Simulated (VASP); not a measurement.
Set up this calculation in VASP 6.6.1, as the native input.

```yaml
Task: single point
Functional: LDA
Potentials_or_basis: VASP PAW LDA potentials, release 64 (Re, S)
Cutoff: 520 eV
k_mesh: 4 × 4 × 1
Occupations: gaussian, width 0.01 eV
Spin: no spin polarisation
Dipole_correction: no
Further_INCAR_settings: LREAL = Auto; ALGO = Normal; EDIFF = 1e-06; NBANDS = 94
```

The structure of ReS2 lies in POSCAR:

```
ReS2
1.0
    6.2934368244     -0.0070243563      0.0000000000
    3.0843048600      5.6053250162      0.0000000000
    0.0000000000      0.0000000000     23.0000000000
Re S
8 16
Direct
    0.2901585169      0.1180402477      0.3637885465
    0.4128198662      0.4926901175      0.3686075362
    0.8634031174      0.0908614348      0.3656406609
    0.8394814592      0.5197798581      0.3668804715
    0.6206144830      0.4724375634      0.6313925121
    0.7432757340      0.8470875194      0.6362114376
    1.1939526975      0.4453481742      0.6331195158
    1.1700310767      0.8742666033      0.6343593026
    1.0352774285      0.7094191063      0.3152832984
    0.4965845745      0.7408846594      0.3080289656
    0.2065173735      0.8701502441      0.4244015578
    0.1679393454      0.4094671338      0.4339534775
    0.6676937789      0.9011252923      0.4173781872
    0.9958817749      0.2472776571      0.2908219394
    0.7068937993      0.3633565448      0.4416305758
    0.5356733446      0.2002536223      0.2985159220
    1.3657405524      1.0640025570      0.5826218020
    0.8269169270      1.0949775012      0.5755984235
    0.5368496140      1.2242431205      0.6919710559
    0.4977611802      0.7648740426      0.7014841178
    0.9981568132      1.2557087899      0.6847167046
    1.3265407001      0.6017711915      0.5583694299
    1.0375522645      0.7178507342      0.7091780285
    0.8654949606      0.5556605161      0.5660465305
```

The input as run:

INCAR

```
SYSTEM = ReS2
ALGO = Normal
EDIFF = 1E-6
ENCUT = 520
GGA = CA
ISIF = 2
ISMEAR = 0
LASPH = .True.
LCHARG = .False.
LREAL = Auto
LUSENCCL = .False.
LWAVE = .False.
NBANDS = 94
NELM = 60
PREC = Accurate
SIGMA = 0.01
```

KPOINTS

```
k-points
0
Gamma
  4 4 1
  0 0 0
```

Potentials or basis: VASP PAW LDA potentials, release 64 (Re, S).

The run is started by

```sh
$ cat potpaw_LDA.64/Re/POTCAR potpaw_LDA.64/S/POTCAR > POTCAR
$ mpirun -np 1 vasp_std > vasp.out
```

It gave:

| Item | Value |
| --- | --- |
| Largest force | 0.167 eV/Å |
| Band gap on the k mesh | 1.43 eV |

Caveat: spin-orbit coupling is left out, which moves the levels of the heavy elements.

Run time: 3.1 min on 1 × NVIDIA H100 80GB with 1 thread of AMD EPYC 7R13 Processor (Zen 3), with other jobs on the host, peak memory 1.9 GiB.
